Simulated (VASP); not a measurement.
Write the native input for VASP 6.6.1 that does the following.

- Task: single point
- Functional: PBE
- Potentials or basis: VASP PAW PBE potentials, release 64 (Ba_sv, S)
- Cutoff: 520 eV
- k mesh: 10 × 10 × 10
- Occupations: gaussian, width 0.05 eV
- Spin: no spin polarisation
- Dipole correction: no
- Further INCAR settings: ALGO = Normal; EDIFF = 1e-06; NBANDS = 15

The structure of BaS lies in POSCAR:

```
BaS
1.0
    0.0000000000      3.3179591894      3.3179591894
    3.3179591894      0.0000000000      3.3179591894
    3.3179591894      3.3179591894      0.0000000000
Ba S
1 1
Direct
    0.5000000000      0.5000000000      0.5000000000
    0.0000000000      0.0000000000      0.0000000000
```

This cell differs from its parent crystal: volume scaled by 1.100.

One way to write it, as run:

INCAR

```
  PREC = Accurate
  ENCUT = 520
  EDIFF = 1E-6
  ISMEAR = 0
  SIGMA = 0.05
  LREAL = F
  LASPH = T
  NELM = 60
  ALGO = Normal
  ISIF = 2
  LWAVE = F
  LCHARG = F
  GGA = PE
  NBANDS = 15
```

KPOINTS

```
Automatic mesh
0
Gamma
  10 10 10
```

Potentials or basis: VASP PAW PBE potentials, release 64 (Ba_sv, S).

Command:

```bash
$ cat potpaw_PBE.64/Ba_sv/POTCAR potpaw_PBE.64/S/POTCAR > POTCAR
$ mpirun -np 1 vasp_std > vasp.out
```

It gave:

```json
{"Pressure": "-2.8 GPa", "Band gap on the k mesh": "2.26 eV, indirect (least direct gap 2.44 eV)"}
```

Caveat: spin-orbit coupling is left out, which moves the levels of the heavy elements.

It took 34 s on 1 thread of Intel(R) Xeon(R) Platinum 8488C (Sapphire Rapids) (shared host), peak memory 0.23 GiB.
